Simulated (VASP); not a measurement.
# Sb: single point with PBE

Sb:

```xyz
2
Lattice="0.0000 3.4985 3.4985 3.4985 0.0000 3.4985 3.4985 3.4985 0.0000" Properties=species:S:1:pos:R:3 pbc="T T T"
Sb    0.8746    0.8746    0.8746
Sb    6.1223    6.1223    6.1223
```

```
Program                : VASP 6.6.1
Task                   : single point
Functional             : PBE
Potentials or basis    : VASP PAW PBE potentials, release 64 (Sb)
Cutoff                 : 520 eV
k mesh                 : 9 × 9 × 9
Occupations            : fermi-dirac, width 0.1 eV
Spin                   : no spin polarisation
Dipole correction      : no
Further INCAR settings : ALGO = Normal; EDIFF = 1e-06; NBANDS = 12
```

| Property | Result |
| --- | --- |
| Pressure | 0.0 GPa |
| Band gap on the k mesh | zero (band 5 reaches 4.25 eV, above the bottom of band 6 at 3.48 eV) |

Levels at points of the mesh, in eV from the Fermi level:
| k point | band 1 | band 2 | band 3 | band 4 | band 5 | band 6 | band 7 | band 8 | band 9 | band 10 |
| --- | --- | --- | --- | --- | --- | --- | --- | --- | --- | --- |
| (0.00, 0.00, 0.00) | -11.39 | -5.38 | -1.73 | -1.73 | -1.73 | 0.55 | 0.55 | 0.55 | 3.98 | 6.36 |

It used 27 s of CPU time on 1 thread of AMD EPYC 7R13 Processor (Zen 3) (shared host).

Caveat: spin-orbit coupling is left out, which moves the levels of the heavy elements.
